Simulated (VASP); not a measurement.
Wanted: the native input for a VASP 6.6.1 run.

```
Task                   : single point
Functional             : PBE
Potentials or basis    : VASP PAW PBE potentials, release 64 (Co, Si)
Cutoff                 : 520 eV
k mesh                 : 18 × 18 × 18
Occupations            : gaussian, width 0.15 eV
Spin                   : collinear spin, ferromagnetic start
Starting moments       : [0.81, 0.0] μB
Dipole correction      : no
Further INCAR settings : ALGO = Normal; EDIFF = 1e-06; NBANDS = 18
```

The structure of CoSi lies in POSCAR:

```
CoSi
1.0
    2.6978939800      0.0000000000      0.0000000000
    0.0000000000      2.6978939800      0.0000000000
    0.0000000000      0.0000000000      2.7813340000
Co Si
1 1
Direct
    0.0000000000      0.0000000000      0.0000000000
    0.5000000000      0.5000000000      0.5000000000
```

This cell differs from its parent crystal: strain -0.030 along x and y, +0.000 along z.

The input as run:

INCAR

```
PREC = Accurate
ENCUT = 520
EDIFF = 1E-6
ISMEAR = 0
SIGMA = 0.15
LREAL = False
LASPH = True
NELM = 150
ALGO = Normal
ISIF = 2
LWAVE = False
LCHARG = True
ISPIN = 2
MAGMOM = 0.81 0
LORBIT = 11
LMAXMIX = 4
GGA = PE
LELF = True
LVHAR = True
NBANDS = 18
```

KPOINTS

```
regular mesh
0
Gamma
  18 18 18
```

Potentials or basis: VASP PAW PBE potentials, release 64 (Co, Si).

Run with:

```bash
$ cat potpaw_PBE.64/Co/POTCAR potpaw_PBE.64/Si/POTCAR > POTCAR
$ mpirun -np 1 vasp_std > vasp.out
```

Results of the run:

```json
{"Pressure": "15.0 GPa", "Net moment": "0.46 μB per cell", "Site moments": "Co +0.46; Si +0.01 μB", "Valence electrons inside the program's atomic spheres": "Co 8.77; Si 1.61"}
```

Caveat: the cell differs from its parent crystal (strain -0.030 along x and y, +0.000 along z).

It took 4 min on 1 thread of Intel(R) Xeon(R) Platinum 8259CL CPU @ 2.50GHz (Skylake/Cascade Lake), with other jobs on the host, peak memory 0.38 GiB.
